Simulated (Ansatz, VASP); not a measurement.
**One calculation of Ru, two programs**

File INCAR:

```
SYSTEM = Ru
  PREC = Accurate
  ENCUT = 500
  EDIFF = 1E-7
  ISMEAR = -1
  SIGMA = 0.15
  LREAL = .FALSE.
  LASPH = .TRUE.
  NELM = 120
  ALGO = Normal
  ISIF = 3
  LWAVE = .FALSE.
  LCHARG = .FALSE.
  GGA = PE
  IBRION = 2
  NSW = 80
  EDIFFG = -0.001
  GGA_COMPAT = .FALSE.
  NELMIN = 4
```

File KPOINTS:

```
regular mesh
0
G
  18 18 10
  0 0 0
```

File POSCAR:

```
Ru
1.0
    2.7200250908      0.0000000000      0.0000000000
   -1.3600125454      2.3556108275      0.0000000000
    0.0000000000      0.0000000000      4.2967694966
Ru
2
Direct
    0.3333333333      0.6666666667      0.2500000000
    0.6666666667      0.3333333333      0.7500000000
```

Input for Ansatz:

```yaml
crystal:
  lattice:
    - [2.7200250908, 0.0, 0.0]
    - [-1.3600125454, 2.3556108275, 0.0]
    - [0.0, 0.0, 4.2967694966]
  atoms:
    - { symbol: Ru, position: [0.3333333333, 0.6666666667, 0.25] }
    - { symbol: Ru, position: [0.6666666667, 0.3333333333, 0.75] }
basis:
  ecutwfc: "500 eV"
kpoints:
  mp_grid: { grid: [18, 18, 10] }
hamiltonian:
  xc: pbe
scf:
  occupations: { method: fermi_dirac, width: 0.15 }
output:
  forces: true
  eigenvalues: true
  stress: true
relax:
  adjacent_minimum: "off"
  f_tol: 0.001
  max_steps: 60
  cell: { stress_tol: 0.01 }
```

Alike in both runs: task relaxation of cell and atoms; functional PBE; k mesh 18 × 18 × 10; occupations fermi-dirac, width 0.15 eV; no spin polarisation.

```csv
,VASP,Ansatz
version,VASP 6.6.1,Ansatz 0.2.0
potentials or method,"VASP PAW PBE potentials, release 64 (Ru_pv), cutoff 500 eV","scalar-relativistic, plane waves, PAW"
valence electrons in the cell,28,32
```

|  | VASP | Ansatz | Ansatz less VASP |
| --- | --- | --- | --- |
| gap on the k mesh at the Fermi level, each at its own relaxed structure (eV) | none | none | - |
| relaxed volume (Å³/atom) | 13.79 | 13.79 | +0.002 |
| relaxed cell length with the largest relative difference (Å) | 2.722 | 2.722 | +0.0002 |

A gap of «none» marks a metal or a gap that the smearing closes. VASP's potentials hold 28 valence electrons a cell and Ansatz's 32, so a difference there can come from the potentials and not from the codes.
